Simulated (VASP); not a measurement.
Runs of VASP 6.6.1 on YHg. Symmetry: Pm-3m, No. 221, cubic system. The conventional cell has a = 3.680 Å, b = 3.680 Å, c = 3.680 Å, α = 90.00°, β = 90.00°, γ = 90.00°. Y (site symmetry m-3m) has 8 Hg at 3.19 Å and 6 Y at 3.68 Å within 4.2 Å. Hg (site symmetry m-3m) has 8 Y at 3.19 Å and 6 Hg at 3.68 Å within 4.2 Å. 

| fixed moment (μB) | cutoff (eV) | k mesh for the DOS | occupations for the DOS | pressure (GPa) | moment (μB) |
| --- | --- | --- | --- | --- | --- |
| - | 400 | 14 × 14 × 14 | tetrahedron | - | 0.00 |
| 0.15 | 500 | - | - | -3.1 | 0.15 |
| 1.2 | 500 | - | - | (a) | 1.20 |
| 0.5 | 500 | - | - | -3.2 | 0.50 |

Alike in all rows: task single point; level LDA; potentials or basis VASP PAW LDA potentials, release 64 (Y_sv, Hg); spin collinear; cell as given; k mesh 9 × 9 × 9; smearing fermi-dirac 0.08 eV.

Estimate the missing entries.

(a) -2.7.

Caveats: the total moment is fixed, so each spin has its own Fermi level (at least some runs); the cell stands under tension (at least some runs); tetrahedron occupations give inexact forces and stress in metals (at least some runs).
